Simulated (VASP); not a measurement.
# SnBr4Cl (P4mm) in VASP: notebook, part 3 of 3

VASP 6.6.1. The steps go on from the part before.

## Step 5: Single point, PBE

This run uses another cell than the first one, of 42.20 Å³/atom.

INCAR

```
SYSTEM = SnBr4Cl
PREC     = Accurate       ! precision mode
ENCUT    = 520            ! plane-wave cutoff, eV
EDIFF    = 1E-6           ! SCF threshold, eV
ISMEAR   = 0              ! smearing method
SIGMA    = 0.1            ! smearing width, eV
LREAL    = .FALSE.        ! projectors in reciprocal space
LASPH    = .TRUE.         ! aspherical terms in the spheres
NELM     = 60             ! most SCF steps
ALGO     = Normal         ! electronic algorithm
ISIF     = 2              ! what is computed and relaxed
LWAVE    = .FALSE.        ! write WAVECAR
LCHARG   = .FALSE.        ! write CHGCAR
GGA      = PE             ! functional
NBANDS   = 34             ! bands
```

KPOINTS

```
Automatic mesh
0
G
  8 8 4
  0 0 0
```

POSCAR

```
SnBr4Cl
1.0
    4.5122909313      0.0000000000      0.0000000000
    0.0000000000      4.5122909313      0.0000000000
    0.0000000000      0.0000000000     12.4354914722
Sn Br Cl
1 4 1
Direct
    0.5000000000      0.5000000000      0.6633783945
    0.5000000000      0.5000000000      0.1926352163
    0.0000000000      0.0000000000      0.6489172669
    0.5000000000      0.5000000000      0.8652003813
    0.0000000000      0.0000000000      0.2272594312
    0.0000000000      0.0000000000      0.4026082799
```

On the command line:

```
$ cat potpaw_PBE.64/Sn_d/POTCAR potpaw_PBE.64/Br/POTCAR potpaw_PBE.64/Cl/POTCAR > POTCAR
$ mpirun -np 1 vasp_std > vasp.out
```

Wall time 9.2 min (1 thread of AMD EPYC 7R43 (Zen 3), shared host); peak memory 0.51 GiB.

The run converged. Its results:

```yaml
Free_energy: -13.2800 eV
Pressure: 0.0 GPa
Largest_force: 0.050 eV/Å
Band_gap_on_the_k_mesh: zero (an odd number of electrons rules out a gap without spin polarisation)
```

Forces in eV/Å, atoms in the order of the input:
```
Sn   0.000  0.000 -0.001
Br   0.000  0.000  0.001
Br   0.000  0.000  0.005
Br   0.000  0.000  0.002
Br   0.000  0.000  0.042
Cl   0.000  0.000 -0.050
```

Levels at points of the mesh, in eV from the Fermi level:
```tsv
k point	band 22	band 23	band 24	band 25	band 26	band 27	band 28	band 29
(0.00, 0.00, 0.00)	-1.69	-1.21	0.03	0.03	0.95	3.38	3.38	3.44
(0.50, 0.00, 0.00)	-1.48	-1.27	-1.21	-0.99	0.50	0.89	1.56	3.22
(0.50, 0.50, 0.00)	-2.10	-1.04	0.36	0.36	0.90	3.42	3.42	3.82
(0.00, 0.00, 0.50)	-1.69	-1.24	0.03	0.03	0.94	3.28	3.38	3.38
(0.50, 0.00, 0.50)	-1.47	-1.29	-1.21	-0.96	0.53	0.88	1.56	3.19
(0.50, 0.50, 0.50)	-2.11	-1.02	0.36	0.36	0.89	3.42	3.42	3.75
```

Caveat: spin-orbit coupling is left out, which moves the levels of the heavy elements; this functional lacks dispersion, which binds layers or chains, so the pressure and a relaxed spacing across them are unreliable; an odd number of electrons without spin polarisation forces a metal; a magnetic or distorted state may lie lower.

## Step 6: The runs side by side

| task | cell | k mesh | cutoff (eV) | gap on the mesh (eV) | pressure (GPa) | largest force (eV/Å) |
| --- | --- | --- | --- | --- | --- | --- |
| single point | a = 3.959, b = 3.959, c = 11.548 Å, 6 atoms, atomic positions A | 4 × 4 × 2 | 520 | none | -0.7 | 0.80 |
| single point | a = 4.492, b = 4.492, c = 12.384 Å, 6 atoms, atomic positions B | 4 × 4 × 2 | 520 | none | 0.1 | 0.06 |
| relaxation of cell and atoms | relaxed from a = 3.959, b = 3.959, c = 11.548 Å, 6 atoms, atomic positions A | 4 × 4 × 2 | 600 | none | 0.0 | 0.04 |
| single point | a = 4.512, b = 4.512, c = 12.435 Å, 6 atoms, atomic positions C | 8 × 8 × 4 | 520 | none | 0.0 | 0.05 |

Alike in all rows: level PBE; potentials or basis VASP PAW PBE potentials, release 64 (Sn_d, Br, Cl); no spin polarisation; smearing gaussian 0.1 eV.

Caveats: some runs use coarse meshes; spin-orbit coupling is left out, which moves the levels of the heavy elements; an odd number of electrons without spin polarisation forces a metal; a magnetic or distorted state may lie lower; this functional lacks dispersion, which binds layers or chains, so the pressure and a relaxed spacing across them are unreliable (at least some runs); the volume moved by over 15 % at a fixed basis, so the end points are rough (at least some runs).

Absolute energies hang on the potentials; compare differences alone.
